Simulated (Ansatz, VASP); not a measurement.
# Two plane-wave programs on As

INCAR

```
SYSTEM = As
PREC = Accurate
ENCUT = 520
EDIFF = 1E-6
ISMEAR = -1
SIGMA = 0.05
LREAL = .FALSE.
LASPH = .TRUE.
NELM = 60
ALGO = Normal
ISIF = 2
LWAVE = .FALSE.
LCHARG = .FALSE.
GGA = PS
NBANDS = 8
```

Contents of KPOINTS:

```
Automatic mesh
0
G
  9 9 8
  0 0 0
```

Contents of POSCAR:

```
As
1.0
    2.5955344746      0.0000000000      0.0000000000
    0.0000000000      2.5955344746      0.0000000000
    0.0000000000      0.0000000000      2.7036817444
As
1
Direct
    0.5000000000      0.5000000000      0.5000000000
```

File input.yaml:

```yaml
crystal:
  lattice:
    - [2.5955344746, 0.0, 0.0]
    - [0.0, 2.5955344746, 0.0]
    - [0.0, 0.0, 2.7036817444]
  atoms:
    - { symbol: As, position: [0.5, 0.5, 0.5] }
hamiltonian:
  xc: pbesol
  pseudopotentials: { kind: paw }
kpoints:
  mp_grid: { grid: [9, 9, 8] }
scf:
  occupations: { method: fermi_dirac, width: 0.05 }
output:
  forces: true
  stress: true
  eigenvalues: true
  write_density: true
  write_potential: true
  elf: true
  volumetric_format: npy
```

Alike in both runs: task single point; functional PBEsol; k mesh 9 × 9 × 8; occupations fermi-dirac, width 0.05 eV; no spin polarisation.

|  | VASP | Ansatz |
| --- | --- | --- |
| version | VASP 6.6.1 | Ansatz 0.2.0 |
| potentials or method | VASP PAW PBE potentials, release 64 (As) | Ansatz PAW |
| plane-wave cutoff (eV) | 520 | 420 |
| valence electrons in the cell | 5 | 15 |

|  | VASP | Ansatz | Ansatz less VASP |
| --- | --- | --- | --- |
| gap on the k mesh at the Fermi level (eV) | none | none | - |
| pressure (GPa) | 7.1 | 6.6 | -0.51 |
| traceless stress, the component that is largest in VASP (GPa) | -8.33 | -8.21 | +0.116 |

VASP's potentials were made for PBE, not for PBEsol. A gap of «none» marks a metal or a gap that the smearing closes. VASP's potentials hold 5 valence electrons a cell and Ansatz's 15, so a difference there can come from the potentials and not from the codes.
